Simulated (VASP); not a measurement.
# NaI (I4/mmm) in VASP: notebook

The runs below take NaI through single point, with LDA.

Program: VASP 6.6.1. These are calculated values, not measurements. Logs are shortened: lines on timing, memory, paths and dates and some standing lists are left out, and cuts for length are marked.

### Step 1. The cell of the first run

Symmetry: I4/mmm, No. 139, tetragonal system. The conventional cell has a = 4.485 Å, b = 4.485 Å, c = 6.473 Å, α = 90.00°, β = 90.00°, γ = 90.00°. Na (site symmetry 4/mmm) has 6 I at 3.17 to 3.24 Å within 4.2 Å. I (site symmetry 4/mmm) has 6 Na at 3.17 to 3.24 Å within 4.2 Å.

### Step 2. Single point, LDA (equal xx and yy strain of -2 %)

Input file INCAR:

```
SYSTEM = NaI
  ALGO = Normal
  EDIFF = 1E-6
  ENCUT = 520
  ISIF = 2
  ISMEAR = -1
  LASPH = .TRUE.
  LCHARG = .FALSE.
  LREAL = .FALSE.
  LWAVE = .FALSE.
  NBANDS = 14
  NELM = 60
  PREC = Accurate
  SIGMA = 0.02
```

Input file KPOINTS:

```
k-points
0
G
  8 8 8
  0 0 0
```

Input file POSCAR:

```
NaI
1.0
    0.0000000000      3.1716720000      3.2364000000
    3.1716720000      0.0000000000      3.2364000000
    3.1716720000      3.1716720000      0.0000000000
Na I
1 1
Direct
    0.0000000000      0.0000000000      0.0000000000
    0.5000000000      0.5000000000      0.5000000000
```

Potentials or basis: VASP PAW LDA potentials, release 64 (Na_pv, I).

On the command line:

```bash
$ cat potpaw_LDA.64/Na_pv/POTCAR potpaw_LDA.64/I/POTCAR > POTCAR
$ mpirun -np 1 vasp_std > vasp.out
```

OUTCAR:

```text
SYSTEM = NaI
   EDIFF = 1E-6
   ENCUT = 520
   ISIF = 2
   ISMEAR = -1
   LASPH = .TRUE.
   LREAL = .FALSE.
   NELM = 60
   PREC = Accurate

 ion  position               nearest neighbor table
   1  0.000  0.000  0.000-   2 3.17   2 3.17   2 3.17   2 3.17
   2  0.500  0.500  0.500-   1 3.17   1 3.17   1 3.17   1 3.17

  LATTYP: Found a body centered tetragonal cell.
 ALAT       =     4.4854215578
 C/A-ratio  =     1.4430750636

  Lattice vectors:

 A1 = (  -3.1716720000,   0.0000000000,   3.2364000000)
 A2 = (   3.1716720000,   0.0000000000,   3.2364000000)
 A3 = (   0.0000000000,   3.1716720000,  -3.2364000000)

Analysis of symmetry for initial positions (statically):
=====================================================================
 Subroutine PRICEL returns:
 Original cell was already a primitive cell.

 Routine SETGRP: Setting up the symmetry group for a
 body centered tetragonal supercell.

 Subroutine GETGRP returns: Found 16 space group operations
 (whereof 16 operations were pure point group operations)
 out of a pool of 16 trial point group operations.

The static configuration has the point symmetry D_4h.

Analysis of symmetry for dynamics (positions and initial velocities):
=====================================================================
 Subroutine PRICEL returns:
 Original cell was already a primitive cell.

 Routine SETGRP: Setting up the symmetry group for a
 body centered tetragonal supercell.

 Subroutine GETGRP returns: Found 16 space group operations
 (whereof 16 operations were pure point group operations)
 out of a pool of 16 trial point group operations.

The dynamic configuration has the point symmetry D_4h.

 Subroutine INISYM returns: Found 16 space group operations
 (whereof 16 operations are pure point group operations),
 and found     1 'primitive' translations

----------------------------------------------------------------------------------------

                                     Primitive cell

  volume of cell :      65.1132

  direct lattice vectors                    reciprocal lattice vectors
     0.000000000  3.171672000  3.236400000    -0.157645557  0.157645557  0.154492646
     3.171672000  0.000000000  3.236400000     0.157645557 -0.157645557  0.154492646
     3.171672000  3.171672000  0.000000000     0.157645557  0.157645557 -0.154492646

  length of vectors
     4.531422319  4.531422319  4.485421558     0.271241997  0.271241997  0.271241997

  position of ions in fractional coordinates (direct lattice)
     0.000000000  0.000000000  0.000000000
     0.500000000  0.500000000  0.500000000

  ion indices of the primitive-cell ions
   primitive index   ion index
                 1           1
                 2           2

[... 87 lines left out ...]
   EFERMI_NEDOS =   21; number of points for ismear=-14 and -15
   IALGO  =     38    algorithm
   IMIX   =      4    mixing-type and parameters
     AMIX     =   0.40;   BMIX     =  1.00
     AMIX_MAG =   1.60;   BMIX_MAG =  1.00
  volume/ion in A,a.u.               =      32.56       219.70
  Fermi-wavevector in a.u.,A,eV,Ry     =   0.980757  1.853361 13.087221  0.961884
  Thomas-Fermi vector in A             =   2.111711
   LORBIT       =      0    0 simple, 1 ext, 2 COOP (PROOUT), +10 PAW based schemes
   GGA     = CA    functional components
   LHFCALC =     F    Hartree Fock is set to
   AEXX    =    0.0000 exact exchange contribution
   IVDW    =     0    specifies the selected vdW correction
   LEPSILON=     F    determine dielectric tensor
   LRPA    =     F    only Hartree local field effects (RPA)
 non-spin polarized calculation
  energy-cutoff  :      520.00
  volume of cell :       65.11
 maximum number of plane-waves:      1793
 NGX is ok and might be reduce to    36
   NGX = 17   NGY = 17   NGZ = 17

 number of electron      14.0000006 magnetization

 Free energy of the ion-electron system (eV)
  ---------------------------------------------------
  ext. energy  EPLUGINS =         0.00000000
  ---------------------------------------------------
  free energy    TOTEN  =        -6.00304471 eV

  energy without entropy =       -6.00304471  energy(sigma->0) =       -6.00304471

 E-fermi :   1.3242     XC(G=0):  -8.2618

 val. band max:        0.9245885678   @ k =   0.0000   0.0000   0.0000
 cond. band min:       4.3647523086   @ k =   0.0000   0.0000   0.0000
 fundamental gap:      3.4401637408
 Fermi energy:         1.3242056497

 k-point     1 :       0.0000    0.0000    0.0000
  band No.  band energies     occupation
      1     -21.4385      2.00000
      2     -21.4383      2.00000
      3     -21.4383      2.00000
      4     -10.2824      2.00000
      5       0.9008      2.00000
      6       0.9008      2.00000
      7       0.9246      2.00000
      8       4.3648      0.00000
      9       8.6195      0.00000
     10       8.7544      0.00000
     11       8.7544      0.00000
     12      10.5218      0.00000
     13      10.7598      0.00000
     14      11.1359      0.00000
[... 377 lines left out ...]
      1     -21.4434      2.00000
      2     -21.4393      2.00000
      3     -21.4389      2.00000
      4      -9.9917      2.00000
      5      -0.9978      2.00000
      6       0.4868      2.00000
      7       0.5176      2.00000
      8       6.1991      0.00000
      9       7.8961      0.00000
     10       8.3649      0.00000
     11       8.8695      0.00000
     12      10.9054      0.00000
     13      11.9098      0.00000
     14      12.0925      0.00000

 [... further k-points ...]

------------------------ aborting loop because EDIFF is reached ----------------------------------------

  FORCE on cell =-STRESS in cart. coord.  units (eV):
  Direction    XX          YY          ZZ          XY          YZ          ZX
  --------------------------------------------------------------------------------------
  -------------------------------------------------------------------------------------
  Total       -0.3528505     -0.3528505     -0.5533057      0.0000000      0.0000000     -0.0000000
  in kB       -8.6822566     -8.6822566    -13.6146663      0.0000000      0.0000000     -0.0000000
  external PRESSURE =     -10.3263932 kB  Pullay stress =       0.0000000 kB

 VOLUME and BASIS-vectors are now :
 -----------------------------------------------------------------------------
  energy-cutoff  :      520.00
  volume of cell :       65.11
      direct lattice vectors                 reciprocal lattice vectors
     0.000000000  3.171672000  3.236400000    -0.157645557  0.157645557  0.154492646
     3.171672000  0.000000000  3.236400000     0.157645557 -0.157645557  0.154492646
     3.171672000  3.171672000  0.000000000     0.157645557  0.157645557 -0.154492646

 POSITION                                       TOTAL-FORCE (eV/Angst)
 -----------------------------------------------------------------------------------
      0.00000      0.00000      0.00000         0.000000     -0.000000      0.000000
      3.17167      3.17167      3.23640        -0.000000      0.000000      0.000000
 -----------------------------------------------------------------------------------
    total drift:                                0.000000      0.000000      0.000000

  FREE ENERGIE OF THE ION-ELECTRON SYSTEM (eV)
  ---------------------------------------------------
  free  energy   TOTEN  =        -6.0030447132 eV

  energy  without entropy=       -6.0030447132  energy(sigma->0) =       -6.00304471
```

Wall time 15 s (1 thread of Intel Xeon 6975P-C (Granite Rapids), shared host); peak memory 0.2 GiB.

Results:

| Property | Result |
| --- | --- |
| Free energy | -6.0030 eV |
| Pressure | -1.0 GPa |
| Band gap on the k mesh | 3.44 eV |

Caveat: the cell differs from its parent crystal (equal xx and yy strain of -2 %); spin-orbit coupling is left out, which moves the levels of the heavy elements.

### Step 3. Single point, LDA (zz strain of -2 %)

Input file INCAR:

```
SYSTEM = NaI
  PREC = Accurate
  ENCUT = 520
  EDIFF = 1E-7
  ISMEAR = -1
  SIGMA = 0.02
  LREAL = .False.
  LASPH = .True.
  NELM = 100
  ALGO = Normal
  ISIF = 2
  LWAVE = .False.
  LCHARG = .False.
  GGA = CA
  NBANDS = 14
```

Input file KPOINTS:

```
Automatic mesh
0
Gamma
  8 8 8
  0 0 0
```

Input file POSCAR:

```
NaI
1.0
    0.0000000000      3.2364000000      3.1716720000
    3.2364000000      0.0000000000      3.1716720000
    3.2364000000      3.2364000000      0.0000000000
Na I
1 1
Direct
    0.0000000000      0.0000000000      0.0000000000
    0.5000000000      0.5000000000      0.5000000000
```

Potentials or basis: VASP PAW LDA potentials, release 64 (Na_pv, I).

On the command line:

```bash
$ cat potpaw_LDA.64/Na_pv/POTCAR potpaw_LDA.64/I/POTCAR > POTCAR
$ mpirun -np 1 vasp_std > vasp.out
```

OUTCAR:

```text
SYSTEM = NaI
   PREC = Accurate
   ENCUT = 520
   EDIFF = 1E-7
   ISMEAR = -1
   LREAL = .False.
   LASPH = .True.
   NELM = 100
   ISIF = 2
   GGA = CA

 ion  position               nearest neighbor table
   1  0.000  0.000  0.000-   2 3.17   2 3.17
   2  0.500  0.500  0.500-   1 3.17   1 3.17

  LATTYP: Found a body centered tetragonal cell.
 ALAT       =     4.5769607733
 C/A-ratio  =     1.3859292911

  Lattice vectors:

[... 594 lines left out ...]

------------------------ aborting loop because EDIFF is reached ----------------------------------------

  FORCE on cell =-STRESS in cart. coord.  units (eV):
  Direction    XX          YY          ZZ          XY          YZ          ZX
  --------------------------------------------------------------------------------------
  -------------------------------------------------------------------------------------
  Total       -0.6210752     -0.6210752     -0.4270730      0.0000000      0.0000000      0.0000000
  in kB      -14.9765608    -14.9765608    -10.2984070      0.0000000      0.0000000      0.0000000
  external PRESSURE =     -13.4171762 kB  Pullay stress =       0.0000000 kB

 VOLUME and BASIS-vectors are now :
 -----------------------------------------------------------------------------
  energy-cutoff  :      520.00
  volume of cell :       66.44
      direct lattice vectors                 reciprocal lattice vectors
     0.000000000  3.236400000  3.171672000    -0.154492646  0.154492646  0.157645557
     3.236400000  0.000000000  3.171672000     0.154492646 -0.154492646  0.157645557
     3.236400000  3.236400000  0.000000000     0.154492646  0.154492646 -0.157645557

 POSITION                                       TOTAL-FORCE (eV/Angst)
 -----------------------------------------------------------------------------------
      0.00000      0.00000      0.00000         0.000000      0.000000      0.000000
      3.23640      3.23640      3.17167        -0.000000     -0.000000      0.000000
 -----------------------------------------------------------------------------------
    total drift:                                0.000000      0.000000      0.000000

  FREE ENERGIE OF THE ION-ELECTRON SYSTEM (eV)
  ---------------------------------------------------
  free  energy   TOTEN  =        -5.9931574222 eV

  energy  without entropy=       -5.9931574222  energy(sigma->0) =       -5.99315742
```

Run time: 16 s. Hardware: 1 thread of Intel Xeon 6975P-C (Granite Rapids), shared host; peak memory 0.2 GiB.

What came out:

```yaml
Free_energy: -5.9932 eV
Pressure: -1.3 GPa
Band_gap_on_the_k_mesh: 3.39 eV
```

Levels at points of the mesh, in eV from the valence-band top:
| k point | band 4 | band 5 | band 6 | band 7 | band 8 | band 9 | band 10 | band 11 |
| --- | --- | --- | --- | --- | --- | --- | --- | --- |
| (0.00, 0.00, 0.00) | -11.15 | -0.03 | 0.00 | 0.00 | 3.39 | 7.75 | 7.75 | 7.88 |
| (0.50, 0.00, 0.00) | -10.81 | -2.33 | -0.33 | -0.29 | 4.86 | 7.21 | 7.37 | 8.61 |
| (0.50, 0.50, 0.00) | -10.71 | -2.03 | -0.83 | -0.83 | 4.25 | 5.30 | 9.83 | 11.08 |
| (0.50, 0.00, 0.50) | -10.73 | -2.03 | -0.83 | -0.74 | 4.28 | 5.35 | 9.69 | 10.99 |

Caveat: the cell differs from its parent crystal (zz strain of -2 %); spin-orbit coupling is left out, which moves the levels of the heavy elements.

### Step 4. Single point, LDA (equal xx and yy strain of -1 %)

Input file INCAR:

```
PREC     = Accurate       # precision mode
ENCUT    = 520            # plane-wave cutoff, eV
EDIFF    = 1E-6           # SCF threshold, eV
ISMEAR   = -1             # smearing method
SIGMA    = 0.02           # smearing width, eV
LREAL    = False          # projectors in reciprocal space
LASPH    = True           # aspherical terms in the spheres
NELM     = 80             # most SCF steps
ALGO     = Normal         # electronic algorithm
ISIF     = 2              # what is computed and relaxed
LWAVE    = False          # write WAVECAR
LCHARG   = False          # write CHGCAR
GGA      = CA             # functional
NBANDS   = 14             # bands
```

Input file KPOINTS:

```
regular mesh
0
Gamma
  8 8 8
```

Input file POSCAR:

```
NaI
1.0
    0.0000000000      3.2040360000      3.2364000000
    3.2040360000      0.0000000000      3.2364000000
    3.2040360000      3.2040360000      0.0000000000
Na I
1 1
Direct
    0.0000000000      0.0000000000      0.0000000000
    0.5000000000      0.5000000000      0.5000000000
```

On the command line:

```bash
$ cat potpaw_LDA.64/Na_pv/POTCAR potpaw_LDA.64/I/POTCAR > POTCAR
$ mpirun -np 1 vasp_std > vasp.out
```

It took 15 s on 1 thread of Intel Xeon 6975P-C (Granite Rapids), shared host; peak memory 0.2 GiB.

It converged, with:

| Property | Result |
| --- | --- |
| Free energy | -5.9941 eV |
| Pressure | -1.3 GPa |
| Band gap on the k mesh | 3.39 eV |

Stress tensor (GPa, compression positive):
```
-1.27  0.00  0.00
 0.00 -1.27  0.00
 0.00  0.00 -1.49
```

Levels at points of the mesh, in eV from the valence-band top:
| k point | band 5 | band 6 | band 7 | band 8 | band 9 | band 10 |
| --- | --- | --- | --- | --- | --- | --- |
| (0.00, 0.00, 0.00) | -0.01 | -0.01 | 0.00 | 3.39 | 7.75 | 7.81 |
| (0.50, 0.00, 0.00) | -2.33 | -0.32 | -0.30 | 4.86 | 7.25 | 7.33 |
| (0.50, 0.50, 0.00) | -2.03 | -0.78 | -0.78 | 4.28 | 5.35 | 9.69 |
| (0.50, 0.00, 0.50) | -2.03 | -0.83 | -0.79 | 4.27 | 5.32 | 9.76 |

Caveat: the cell differs from its parent crystal (equal xx and yy strain of -1 %); spin-orbit coupling is left out, which moves the levels of the heavy elements.

### Step 5. The runs side by side

```tsv
cell	gap on the mesh (eV)	pressure (GPa)
a = 4.531, b = 4.531, c = 4.485 Å, angles 60.3, 60.3, 59.3°, 2 atoms	3.44	-1.0
a = 4.531, b = 4.531, c = 4.577 Å, angles 59.7, 59.7, 60.7°, 2 atoms	3.39	-1.3
a = 4.554, b = 4.554, c = 4.531 Å, angles 60.2, 60.2, 59.7°, 2 atoms	3.39	-1.3
```

Alike in all rows: task single point; level LDA; potentials or basis VASP PAW LDA potentials, release 64 (Na_pv, I); no spin polarisation; k mesh 8 × 8 × 8; cutoff (eV) 520; smearing fermi-dirac 0.02 eV.

Caveats: spin-orbit coupling is left out, which moves the levels of the heavy elements.

Total energies depend on the potentials used, so only differences within one code and one set of settings carry meaning.
